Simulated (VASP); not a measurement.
## Be16CO: single point with PBE

Slab: Be16CO, a slab with vacuum.

```xyz
18
Lattice="4.5254 0.0000 0.0000 -2.2627 3.9191 0.0000 0.0000 0.0000 23.4762" Properties=species:S:1:pos:R:3 pbc="T T T"
Be    1.1314    0.6532    4.0000
Be    0.0000    2.6128    4.0000
Be    3.3941    0.6532    4.0000
Be    2.2627    2.6128    4.0000
Be    0.0000    1.3064    5.7834
Be   -1.1314    3.2660    5.7834
Be    2.2627    1.3064    5.7834
Be    1.1314    3.2660    5.7834
Be    1.1314    0.6532    7.6108
Be    0.0000    2.6128    7.6108
Be    3.3941    0.6532    7.6108
Be    2.2627    2.6128    7.6108
Be    0.0000    1.3064    9.4762
Be   -1.1314    3.2660    9.4762
Be    2.2627    1.3064    9.4762
Be    1.1314    3.2660    9.4762
C     0.0000    1.3064   10.8962
O     0.8700    0.8041   11.4762
```

```yaml
Program: VASP 6.6.1
Task: single point
Functional: PBE
Potentials_or_basis: VASP PAW PBE potentials, release 64 (Be, C, O)
Cutoff: 520 eV
k_mesh: 6 × 6 × 1
Occupations: gaussian, width 0.1 eV
Spin: no spin polarisation
```

```yaml
Largest_force: 8.259 eV/Å
Band_gap_on_the_k_mesh: zero (band 21 reaches -0.69 eV, above the bottom of band 22 at -1.89 eV)
```

Forces on the atoms (eV/Å):
```
Be  -0.053  0.031 -0.091
Be  -0.051 -0.091 -0.138
Be   0.053  0.090 -0.138
Be   0.034 -0.020 -0.110
Be   0.006 -0.003  0.510
Be  -0.047 -0.028  0.284
Be   0.001  0.055  0.284
Be   0.068 -0.039  0.071
Be   0.108 -0.062  0.208
Be  -0.035  0.124  0.045
Be  -0.125 -0.032  0.045
Be  -0.025  0.015 -0.118
Be  -1.315  0.759 -8.118
Be  -0.085 -0.103 -0.756
Be   0.047  0.125 -0.756
Be  -0.046  0.027 -0.535
C    0.220 -0.127  4.077
O    1.247 -0.720  5.238
```

Levels at points of the mesh, in eV from the Fermi level:
```
           k point  band 18  band 19  band 20  band 21  band 22  band 23  band 24  band 25
(0.00, 0.00, 0.00)    -1.92    -1.80    -1.79    -1.78    -0.92     0.34     1.58     2.64
(0.50, 0.00, 0.00)    -1.36    -0.85    -0.20     0.16     0.72     0.98     1.90     2.29
(0.50, 0.50, 0.00)    -1.34    -0.88     0.09     0.28     0.49     0.77     1.96     2.59
```

It took 9.7 min on 1 thread of AMD EPYC 9R45 (Zen 5), with other jobs on the host, peak memory 0.52 GiB.
